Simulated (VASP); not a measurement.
# CaI (P-6m2) in VASP: notebook, part 2 of 2

VASP 6.6.1. The steps go on from the part before.

### Step 3. Relaxation of cell and atoms, r2SCAN

The input, POSCAR:

```
CaI
1.0
    4.1468200000      0.0000000000      0.0000000000
   -2.0734100000      3.5912514649      0.0000000000
    0.0000000000      0.0000000000      4.5762290000
Ca I
1 1
Direct
    0.0000000000      0.0000000000      0.5000000000
    0.6666666667      0.3333333333      0.0000000000
```

The input, INCAR.step1:

```
PREC     = Accurate       # precision mode
ENCUT    = 600            # plane-wave cutoff, eV
ISMEAR   = -1             # smearing method
SIGMA    = 0.1            # smearing width, eV
LREAL    = False          # projectors in reciprocal space
LASPH    = True           # aspherical terms in the spheres
NELM     = 80             # most SCF steps
GGA      = PE             # functional
ALGO     = Normal         # electronic algorithm
EDIFF    = 1E-4           # SCF threshold, eV
LWAVE    = True           # write WAVECAR
LCHARG   = False          # write CHGCAR
```

The input, INCAR.step2:

```
PREC     = Accurate       # precision mode
ENCUT    = 600            # plane-wave cutoff, eV
EDIFF    = 1E-7           # SCF threshold, eV
ISMEAR   = -1             # smearing method
SIGMA    = 0.1            # smearing width, eV
LREAL    = False          # projectors in reciprocal space
LASPH    = True           # aspherical terms in the spheres
NELM     = 80             # most SCF steps
ALGO     = Normal         # electronic algorithm
ISIF     = 3              # what is computed and relaxed
LWAVE    = False          # write WAVECAR
LCHARG   = False          # write CHGCAR
METAGGA  = R2SCAN         # meta-GGA
LMIXTAU  = True         
IBRION   = 2              # ionic algorithm
NSW      = 80             # ionic steps
EDIFFG   = -0.01          # ionic threshold
ISTART   = 1
```

The input, KPOINTS:

```
regular mesh
0
Gamma
  8 8 7
```

Potentials or basis: VASP PAW PBE potentials, release 64 (Ca_sv, I).

On the command line:

```bash
> cat potpaw_PBE.64/Ca_sv/POTCAR potpaw_PBE.64/I/POTCAR > POTCAR
> cp INCAR.step1 INCAR
> mpirun -np 1 vasp_std > vasp.out
> cp INCAR.step2 INCAR
> mpirun -np 1 vasp_std > vasp.out
```

OUTCAR:

```text
PREC = Accurate
   ENCUT = 600
   EDIFF = 1E-7
   ISMEAR = -1
   LREAL = False
   LASPH = True
   NELM = 80
   ISIF = 3
   METAGGA = R2SCAN
   IBRION = 2
   NSW = 80
   EDIFFG = -0.01
   ISTART = 1

 ion  position               nearest neighbor table
   1  0.000  0.000  0.500-   2 3.31   2 3.31   2 3.31   2 3.31   2 3.31   2 3.31
   2  0.667  0.333  0.000-   1 3.31   1 3.31   1 3.31   1 3.31   1 3.31   1 3.31

  LATTYP: Found a hexagonal cell.
 ALAT       =     4.1468200000
 C/A-ratio  =     1.1035513960

  Lattice vectors:

 A1 = (   4.1468200000,   0.0000000000,   0.0000000000)
 A2 = (  -2.0734100000,   3.5912514649,   0.0000000000)
 A3 = (   0.0000000000,   0.0000000000,   4.5762290000)

Analysis of symmetry for initial positions (statically):
[... 341 lines left out ...]
      5     -10.0813      2.00000
      6       0.6239      2.00000
      7       1.7458      2.00000
      8       1.7458      2.00000
      9       4.5511      2.00000
     10       6.7505      0.00040
     11       8.3588      0.00000
     12       8.3588      0.00000
[... 331 lines left out ...]
 k-point    24 :       0.3750   -0.0000    0.2857
  band No.  band energies     occupation
      1     -38.3990      2.00000
      2     -18.6060      2.00000
      3     -18.5551      2.00000
      4     -18.5082      2.00000
      5      -9.5684      2.00000
      6      -0.5130      2.00000
      7       0.0037      2.00000
      8       1.2477      2.00000
      9       5.7830      1.52113
     10       7.4300      0.00000
     11       8.3598      0.00000
     12       8.4793      0.00000

 [... further k-points ...]

------------------------ aborting loop because EDIFF is reached ----------------------------------------

  FORCE on cell =-STRESS in cart. coord.  units (eV):
  Direction    XX          YY          ZZ          XY          YZ          ZX
  --------------------------------------------------------------------------------------
  -------------------------------------------------------------------------------------
  Total       -0.0067787     -0.0067787      0.0054481      0.0000000      0.0000000      0.0000000
  in kB       -0.1622649     -0.1622649      0.1304152      0.0000000      0.0000000      0.0000000
  external PRESSURE =      -0.0647049 kB  Pullay stress =       0.0000000 kB
[... 17 lines left out ...]
  FREE ENERGIE OF THE ION-ELECTRON SYSTEM (eV)
  ---------------------------------------------------
  free  energy   TOTEN  =       -33.8571877099 eV

  energy  without entropy=      -33.7874447258  energy(sigma->0) =      -33.82231622

 reached required accuracy - stopping structural energy minimisation
```

OUTCAR.step1:

```text
PREC = Accurate
   ENCUT = 600
   ISMEAR = -1
   LREAL = False
   LASPH = True
[... 582 lines left out ...]
      0.00000      0.00000      2.28811         0.000000      0.000000      0.000000
      2.07341      1.19708      0.00000        -0.000000     -0.000000      0.000000
 -----------------------------------------------------------------------------------
    total drift:                               -0.000000      0.000000      0.000000

  FREE ENERGIE OF THE ION-ELECTRON SYSTEM (eV)
  ---------------------------------------------------
  free  energy   TOTEN  =        -5.4363516123 eV

  energy  without entropy=       -5.3644470192  energy(sigma->0) =       -5.40039932
```

Wall time 4.9 min (1 thread of Intel Xeon 6975P-C (Granite Rapids), shared host); peak memory 0.26 GiB.

Results:

```
Free energy                           : -33.8572 eV
Relaxed volume                        : 33.47 Å³/atom
Relaxed cell                          : a = 4.141 Å, b = 4.141 Å, c = 4.508 Å, α = 90.00°, β = 90.00°, γ = 120.00°
Space group after relaxing (to 0.1 Å) : P-6m2 (No. 187)
Energy gained by relaxing             : 1.2 meV/atom
Ionic steps                           : 5
Pressure after relaxing               : 0.0 GPa
Band gap on the k mesh                : zero (an odd number of electrons rules out a gap without spin polarisation)
```

The path:
```
step  energy change (eV)  largest force (eV/Å)  pressure (GPa)  volume (Å³)
   1              0.0000                0.0000           -0.43        68.15
   2             -0.0020                0.0000           -0.11        67.26
   3             -0.0023                0.0000            0.06        66.80
   4             -0.0024                0.0000            0.03        66.86
   5             -0.0025                0.0000           -0.01        66.93
```

Final structure:
```
Ca I
1.0
     4.14052    0.00000    0.00000
    -2.07026    3.58579    0.00000
     0.00000    0.00000    4.50807
Ca I
1 1
Direct
  0.00000 0.00000 0.50000
  0.66667 0.33333 0.00000
```

Caveat: the PAW data sets were made with another functional, which shifts forces and pressure a little; spin-orbit coupling is left out, which moves the levels of the heavy elements; an odd number of electrons without spin polarisation forces a metal; a magnetic or distorted state may lie lower.

### Step 4. Relaxation of cell and atoms, r2SCAN+D4

POSCAR is that of step 3.

The input, INCAR.step1:

```
SYSTEM = CaI
PREC     = Accurate       ! precision mode
ENCUT    = 600            ! plane-wave cutoff, eV
ISMEAR   = -1             ! smearing method
SIGMA    = 0.1            ! smearing width, eV
LREAL    = .FALSE.        ! projectors in reciprocal space
LASPH    = .TRUE.         ! aspherical terms in the spheres
NELM     = 80             ! most SCF steps
GGA      = PE             ! functional
ALGO     = Normal         ! electronic algorithm
EDIFF    = 1E-4           ! SCF threshold, eV
LWAVE    = .TRUE.         ! write WAVECAR
LCHARG   = .FALSE.        ! write CHGCAR
```

The input, INCAR.step2:

```
SYSTEM = CaI
PREC     = Accurate       ! precision mode
ENCUT    = 600            ! plane-wave cutoff, eV
EDIFF    = 1E-6           ! SCF threshold, eV
ISMEAR   = -1             ! smearing method
SIGMA    = 0.1            ! smearing width, eV
LREAL    = .FALSE.        ! projectors in reciprocal space
LASPH    = .TRUE.         ! aspherical terms in the spheres
NELM     = 80             ! most SCF steps
ALGO     = Normal         ! electronic algorithm
ISIF     = 3              ! what is computed and relaxed
LWAVE    = .FALSE.        ! write WAVECAR
LCHARG   = .FALSE.        ! write CHGCAR
METAGGA  = R2SCAN         ! meta-GGA
LMIXTAU  = .TRUE.       
IVDW     = 13             ! dispersion correction
VDW_S6   = 1.0          
VDW_S8   = 0.6018749    
VDW_A1   = 0.51559235   
VDW_A2   = 5.77342911   
IBRION   = 2              ! ionic algorithm
NSW      = 80             ! ionic steps
EDIFFG   = -0.01          ! ionic threshold
ISTART   = 1
```

The input, KPOINTS:

```
regular mesh
0
G
  8 8 7
  0 0 0
```

On the command line:

```bash
> cat potpaw_PBE.64/Ca_sv/POTCAR potpaw_PBE.64/I/POTCAR > POTCAR
> cp INCAR.step1 INCAR
> mpirun -np 1 vasp_std > vasp.out
> cp INCAR.step2 INCAR
> mpirun -np 1 vasp_std > vasp.out
```

Wall time 4.6 min (1 thread of Intel Xeon 6975P-C (Granite Rapids), shared host); peak memory 0.27 GiB.

The run converged. Its results:

| Quantity | Value |
| --- | --- |
| Free energy | -34.0753 eV |
| Relaxed volume | 32.82 Å³/atom |
| Relaxed cell | a = 4.116 Å, b = 4.116 Å, c = 4.474 Å, α = 90.00°, β = 90.00°, γ = 120.00° |
| Space group after relaxing (to 0.1 Å) | P-6m2 (No. 187) |
| Energy gained by relaxing | 4.2 meV/atom |
| Ionic steps | 6 |
| Pressure after relaxing | 0.0 GPa |
| Band gap on the k mesh | zero (an odd number of electrons rules out a gap without spin polarisation) |
| Dispersion energy per atom | -0.110 eV |

Step by step:
```
step  energy change (eV)  largest force (eV/Å)  pressure (GPa)  volume (Å³)
   1              0.0000                0.0000           -0.90        68.15
   2             -0.0073                0.0000           -0.23        66.28
   3             -0.0079                0.0000            0.03        65.63
   4             -0.0079                0.0000            0.05        65.58
   5             -0.0082                0.0000            0.03        65.60
   6             -0.0083                0.0000            0.01        65.64
```

Final structure:
```
Ca I
1.0
     4.11590    0.00000    0.00000
    -2.05795    3.56447    0.00000
     0.00000    0.00000    4.47385
Ca I
1 1
Direct
  0.00000 0.00000 0.50000
  0.66667 0.33333 0.00000
```

Levels at points of the mesh, in eV from the Fermi level:
| k point | band 7 | band 8 | band 9 | band 10 | band 11 | band 12 |
| --- | --- | --- | --- | --- | --- | --- |
| (0.00, 0.00, 0.00) | -4.16 | -4.16 | -1.32 | 0.88 | 2.51 | 2.51 |
| (0.50, 0.00, 0.00) | -5.15 | -4.67 | -0.18 | 1.47 | 2.22 | 2.44 |

Caveat: the PAW data sets were made with another functional, which shifts forces and pressure a little; spin-orbit coupling is left out, which moves the levels of the heavy elements; an odd number of electrons without spin polarisation forces a metal; a magnetic or distorted state may lie lower.

### Step 5. Summary

```tsv
level	gap on the mesh (eV)	pressure (GPa)	relaxed volume (Å³/atom)
PBE+D3(BJ)	none	0.0	31.72
r2SCAN	none	0.0	33.47
r2SCAN+D4	none	0.0	32.82
```

Alike in all rows: task relaxation of cell and atoms; potentials or basis VASP PAW PBE potentials, release 64 (Ca_sv, I); no spin polarisation; cell relaxed; k mesh 8 × 8 × 7; cutoff (eV) 600; smearing fermi-dirac 0.1 eV.

Caveats: spin-orbit coupling is left out, which moves the levels of the heavy elements; an odd number of electrons without spin polarisation forces a metal; a magnetic or distorted state may lie lower; the PAW data sets were made with another functional, which shifts forces and pressure a little (at least some runs).

Absolute energies hang on the potentials; compare differences alone.
